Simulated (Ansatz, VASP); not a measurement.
# One calculation of TiTe2, two programs

```xyz
3
Lattice="3.7191 0.0000 0.0000 -1.8596 3.2208 0.0000 0.0000 0.0000 6.4439" Properties=species:S:1:pos:R:3 pbc="T T T"
Ti    0.0000    0.0000    0.0000
Te    1.8596    1.0736    1.7259
Te    0.0000    2.1472    4.7181
```

Alike in both runs: functional PBE; dispersion D4; k mesh 15 × 15 × 8; occupations gaussian, width 0.1 eV; no spin polarisation.

Ansatz relaxed the structure, and its values are those at the end. VASP's run is a single point on that final structure, the one shown.

|  | VASP | Ansatz |
| --- | --- | --- |
| version | VASP 6.6.1 | Ansatz 0.2.0 |
| potentials or method | VASP PAW PBE potentials, release 64 (Ti_sv, Te), cutoff 520 eV | scalar-relativistic, plane waves, PAW |
| valence electrons in the cell | 24 | 44 |

VASP gave:

| Property | Result |
| --- | --- |
| gap on the k mesh at the Fermi level (eV) | none |
| pressure (GPa) | 0.0 |
| rms of the force components (eV/Å) | 0.005 |

Task: Which values does Ansatz return?

Result: gap on the k mesh at the Fermi level (eV): none; pressure (GPa): 0.0; rms of the force components (eV/Å): 0.000.

A gap of «none» marks a metal or a gap that the smearing closes. VASP's potentials hold 24 valence electrons a cell and Ansatz's 44, so a difference there can come from the potentials and not from the codes.

Spin-orbit coupling is off throughout.
